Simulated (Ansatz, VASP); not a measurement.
One calculation of K2H5, two programs

```
K H
1.0
     5.77424    0.00000    0.00000
    -2.88712    5.00063    0.00000
     0.00000    0.00000    7.07017
K H
2 5
Cartesian
  0.0000 3.3338 2.6663
  2.8871 1.6669 2.6663
  0.0000 3.3338 6.6141
  2.8871 1.6669 6.6141
  0.0000 3.3338 5.8427
  2.8871 1.6669 5.8427
  0.0000 0.0000 2.6543
```

Alike in both runs: functional PBE; k mesh 6 × 6 × 2; occupations gaussian, width 0.1 eV; no spin polarisation.

Ansatz relaxed the structure, and its values are those at the end. VASP's run is a single point on that final structure, the one shown.

|  | VASP | Ansatz |
| --- | --- | --- |
| version | VASP 6.6.1 | Ansatz 0.2.0 |
| potentials or method | VASP PAW PBE potentials, release 64 (K_sv, H), cutoff 500 eV | scalar-relativistic, plane waves, PAW |
| valence electrons in the cell | 23 | 23 |

|  | VASP | Ansatz | Ansatz less VASP |
| --- | --- | --- | --- |
| gap on the k mesh at the Fermi level (eV) | none | none | - |
| pressure (GPa) | 0.0 | 0.0 | +0.07 |

A gap of «none» marks a metal or a gap that the smearing closes.

The k mesh is coarse, so the values compare programs but aren't converged.
